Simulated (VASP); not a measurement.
**SnGe3Te4: single point with PBE**

The system is SnGe3Te4.

```
Sn Ge Te
1.0
     4.32987    0.00000    0.00000
     0.00000    4.32987    0.00000
     0.00000    0.00000   12.23048
Sn Ge Te
1 3 4
Direct
  0.00000 0.00000 0.50000
  0.00000 0.00000 0.00000
  0.50000 0.50000 0.24587
  0.50000 0.50000 0.75413
  0.00000 0.00000 0.24251
  0.50000 0.50000 0.50000
  0.00000 0.00000 0.75749
  0.50000 0.50000 0.00000
```

```yaml
Program: VASP 6.6.1
Task: single point
Functional: PBE
Potentials_or_basis: VASP PAW PBE potentials, release 64 (Sn_d, Ge_d, Te)
Cutoff: 520 eV
k_mesh: 6 × 6 × 2
Occupations: gaussian, width 0.2 eV
Spin: no spin polarisation
Dipole_correction: no
Further_INCAR_settings: ALGO = Normal; EDIFF = 1e-06; NBANDS = 50
```

```yaml
Pressure: 0.0 GPa
Largest_force: 0.020 eV/Å
Band_gap_on_the_k_mesh: 0.02 eV
```

Forces on the atoms (eV/Å):
```
Sn   0.000  0.000  0.000
Ge   0.000  0.000  0.000
Ge   0.000  0.000 -0.020
Ge   0.000  0.000  0.020
Te   0.000  0.000  0.016
Te   0.000  0.000  0.000
Te   0.000  0.000 -0.016
Te   0.000  0.000  0.000
```

Stress tensor (GPa, compression positive):
```
-0.11  0.00  0.00
 0.00 -0.11  0.00
 0.00  0.00  0.26
```

Levels at points of the mesh, in eV from the valence-band top:
```tsv
k point	band 36	band 37	band 38	band 39	band 40	band 41	band 42	band 43	band 44	band 45
(0.00, 0.00, 0.00)	-2.35	-2.08	-1.99	-1.99	-1.96	1.92	2.09	2.32	3.05	3.05
(0.50, 0.00, 0.00)	-1.59	-1.35	-1.19	-0.59	0.00	0.02	0.06	0.08	0.18	0.21
(0.50, 0.50, 0.00)	-3.74	-3.72	-3.72	-0.91	-0.66	0.52	0.81	2.32	2.32	4.66
(0.00, 0.00, 0.50)	-2.46	-2.24	-2.24	-0.96	-0.94	1.22	1.24	2.51	2.57	3.08
(0.50, 0.00, 0.50)	-1.70	-1.21	-1.19	-1.09	-0.58	0.25	0.35	0.36	0.62	0.66
(0.50, 0.50, 0.50)	-4.01	-2.70	-2.68	-2.66	-2.47	2.61	2.94	3.13	3.13	3.17
```

Run time: 5.3 min on 1 thread of Intel Xeon 8259CL, with other jobs on the host, peak memory 0.43 GiB.

Caveat: the smearing spreads over this small gap; semilocal functionals underestimate gaps, and a narrow one can read as zero; spin-orbit coupling is left out, which moves the levels of the heavy elements. A k mesh can miss the band edges.
